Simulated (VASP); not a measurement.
Here is a VASP 6.6.1 calculation.

The input POSCAR:

```
Ir
1.0
    0.0000000000      1.9228496764      1.9228496764
    1.9228496764      0.0000000000      1.9228496764
    1.9228496764      1.9228496764      0.0000000000
Ir
1
Direct
    0.0000000000      0.0000000000      0.0000000000
```

The input INCAR.step1:

```
SYSTEM = Ir
PREC = Accurate ; ENCUT = 520
ISMEAR = -1 ; SIGMA = 0.3
LREAL = .False. ; LASPH = .True.
NELM = 100 ; NBANDS = 10
GGA = PE ; ALGO = Normal
EDIFF = 1E-4 ; LWAVE = .True.
LCHARG = .False.
```

The input INCAR.step2:

```
SYSTEM = Ir
PREC = Accurate ; ENCUT = 520
EDIFF = 1E-6 ; ISMEAR = -1
SIGMA = 0.3 ; LREAL = .False.
LASPH = .True. ; NELM = 100
ALGO = Normal ; ISIF = 2
LWAVE = .False. ; LCHARG = .False.
METAGGA = R2SCAN ; LMIXTAU = .True.
NBANDS = 10 ; ISTART = 1
```

File KPOINTS:

```
Automatic mesh
0
Gamma
  14 14 14
  0 0 0
```

Potentials or basis: VASP PAW PBE potentials, release 64 (Ir).

Run with:

```bash
$ cat potpaw_PBE.64/Ir/POTCAR > POTCAR
$ cp INCAR.step1 INCAR
$ mpirun -np 1 vasp_std > vasp.out
$ cp INCAR.step2 INCAR
$ mpirun -np 1 vasp_std > vasp.out
```

Problem. What does it give for the pressure?

Solution. 4.9 GPa.

Caveat: the PAW data sets were made with another functional, which shifts forces and pressure a little.
